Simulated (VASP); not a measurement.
## Te2PdSe6: single point with PBE

Crystal: Te2PdSe6.

```
Pd Te Se
1.0
    -3.92169    3.92169    4.03209
     3.92169   -3.92169    4.03209
     3.92169    3.92169   -4.03209
Pd Te Se
1 2 6
Cartesian
  0.0000 0.0000 0.0000
  0.0000 3.9217 2.0160
  3.9217 0.0000 2.0160
  2.3043 2.3043 4.0321
  -2.3043 2.3043 4.0321
  1.6174 1.6174 0.0000
  2.3043 -2.3043 4.0321
  0.0000 0.0000 5.2422
  0.0000 0.0000 2.8220
```

- Program: VASP 6.6.1
- Task: single point
- Functional: PBE
- Potentials or basis: VASP PAW PBE potentials, release 64 (Pd, Te, Se)
- Cutoff: 520 eV
- k mesh: 6 × 6 × 6
- Occupations: fermi-dirac, width 0.1 eV
- Spin: no spin polarisation
- Dipole correction: no
- Further INCAR settings: ALGO = Normal; EDIFF = 1e-07; NBANDS = 39

```json
{"Pressure": "-0.9 GPa", "Largest force": "2.349 eV/Å", "Band gap on the k mesh": "zero (bands 29 and 30 overlap by 0.74 eV)"}
```

Forces on the atoms (eV/Å):
```
Pd   0.000  0.000  0.000
Te   0.000  0.000  0.000
Te   0.000  0.000  0.000
Se  -1.661 -1.661  0.000
Se   1.661 -1.661  0.000
Se   1.661  1.661  0.000
Se  -1.661  1.661  0.000
Se   0.000  0.000 -1.441
Se   0.000  0.000  1.441
```

Stress tensor (GPa, compression positive):
```
 1.03  0.00  0.00
 0.00  1.03  0.00
 0.00  0.00 -4.69
```

Levels at points of the mesh, in eV from the Fermi level:
| k point | band 27 | band 28 | band 29 | band 30 | band 31 | band 32 |
| --- | --- | --- | --- | --- | --- | --- |
| (0.00, 0.00, 0.00) | 0.06 | 0.45 | 0.45 | 0.52 | 1.24 | 1.40 |
| (0.50, 0.00, 0.00) | -0.55 | -0.53 | -0.47 | -0.14 | 0.05 | 0.99 |
| (0.50, 0.50, 0.00) | -0.67 | -0.42 | -0.34 | -0.28 | 0.67 | 0.85 |
| (0.50, 0.50, 0.50) | -0.56 | -0.31 | -0.31 | -0.20 | -0.19 | -0.19 |

Run time: 6.6 min on 1 thread of Oxide Virtual Turin-like Processor, on a shared host, peak memory 0.54 GiB.

Caveat: the stress differs along the axes, from -5 to 1 GPa; spin-orbit coupling is left out, which moves the levels of the heavy elements; forces of over 1 eV/Å act on the atoms, so gaps and moduli don't describe the material at rest.
